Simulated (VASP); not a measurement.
Runs of VASP 6.6.1 on Rh. The structure is that of space group Fd-3m (No. 227), or close to it. The cells are those of the table. This isn't the form of Rh at room conditions, which is fcc.

| task | cell | k mesh | cutoff (eV) | gap on the mesh (eV) | pressure (GPa) |
| --- | --- | --- | --- | --- | --- |
| single point | a = 3.933 Å, angles 60.0°, 2 atoms | 11 × 11 × 11 | 520 | none | 0.0 |
| single point | a = 3.985 Å, angles 60.0°, 2 atoms | 11 × 11 × 11 | 520 | none | -4.0 |
| single point | a = 3.933 Å, angles 60.0°, 2 atoms | 10 × 10 × 10 | 520 | none | 0.1 |
| relaxation of cell and atoms | relaxed from a = 3.745 Å, angles 60.0°, 2 atoms | 10 × 10 × 10 | 600 | none | 0.1 |
| single point | a = 3.933 Å, angles 60.0°, 2 atoms | 16 × 16 × 16 | 520 | none | 0.0 |
| single point | a = 4.036 Å, angles 60.0°, 2 atoms | 11 × 11 × 11 | 520 | none | -7.1 |
| single point | a = 3.880 Å, angles 60.0°, 2 atoms | 11 × 11 × 11 | 520 | none | 5.3 |
| single point | a = 3.826 Å, angles 60.0°, 2 atoms | 11 × 11 × 11 | 520 | none | (a) |

Alike in all rows: level RPBE; potentials or basis VASP PAW PBE potentials, release 64 (Rh_pv); no spin polarisation; smearing fermi-dirac 0.1 eV.

**Question.** Fill in the values left out.

**Answer.** (a) 12.0.

Caveats: the PAW data sets were made with another functional, which shifts forces and pressure a little; the cell stands under tension (at least some runs); the cell stands under pressure (at least some runs).

A k mesh can miss the band edges, and the runs leave out spin-orbit coupling on Rh.

A gap of «none» marks levels without a gap at the run's occupations.
